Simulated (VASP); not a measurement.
Here is a VASP 6.6.1 calculation.

Contents of INCAR:

```
SYSTEM = Rh
  PREC = Accurate
  ENCUT = 520
  EDIFF = 1E-7
  ISMEAR = 0
  SIGMA = 0.1
  LREAL = .FALSE.
  LASPH = .TRUE.
  NELM = 80
  ALGO = Fast
  ISIF = 2
  LWAVE = .FALSE.
  LCHARG = .FALSE.
  GGA = PE
  NBANDS = 38
```

KPOINTS

```
regular mesh
0
G
  18 18 6
  0 0 0
```

Contents of POSCAR:

```
Rh
1.0
    2.7219129057      0.0000000000      0.0000000000
   -1.3609564529      2.3572457232      0.0000000000
    0.0000000000      0.0000000000      8.8777208800
Rh
4
Direct
    0.0000000000      0.0000000000      0.0000000000
    0.3333333333      0.6666666667      0.2500000000
    0.0000000000      0.0000000000      0.5000000000
    0.6666666667      0.3333333333      0.7500000000
```

Potentials or basis: VASP PAW PBE potentials, release 64 (Rh_pv).

Launch:

```console
$ cat potpaw_PBE.64/Rh_pv/POTCAR > POTCAR
$ mpirun -np 1 vasp_std > vasp.out
```

(1) Predict the pressure.

(2) Predict the band gap on the k mesh.

Answers

(1) -3.0 GPa.

(2) zero (bands 30 and 31 overlap by 1.88 eV).
